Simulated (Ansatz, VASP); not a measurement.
GaAs in VASP and in Ansatz

```
CELL_PARAMETERS angstrom
0.00000 2.80154 2.80154
2.80154 0.00000 2.80154
2.80154 2.80154 0.00000
ATOMIC_POSITIONS crystal
Ga 0.00000 0.00000 0.00000
As 0.75000 0.75000 0.75000
```

Alike in both runs: task relaxation of cell and atoms; functional LDA; k mesh 10 × 10 × 10; occupations gaussian, width 0.02 eV; no spin polarisation.

|  | VASP | Ansatz |
| --- | --- | --- |
| version | VASP 6.6.1 | Ansatz 0.2.0 |
| potentials or method | VASP PAW LDA potentials, release 64 (Ga_d, As), cutoff 600 eV | scalar-relativistic, plane waves, PAW |
| valence electrons in the cell | 18 | 28 |

```tsv
	VASP	Ansatz	Ansatz less VASP
gap on the k mesh at the Fermi level, each at its own relaxed structure (eV)	0.51	0.49	-0.015
relaxed volume (Å³/atom)	22.08	21.99	-0.089
relaxed cell length with the largest relative difference (Å)	3.967	3.962	-0.0053
```

Ansatz warns that its potentials were made for another functional, while VASP's fit it. LDA's correlation is that of Perdew and Zunger in VASP and of Perdew and Wang (1992) in Ansatz. VASP's potentials hold 18 valence electrons a cell and Ansatz's 28, so a difference there can come from the potentials and not from the codes.
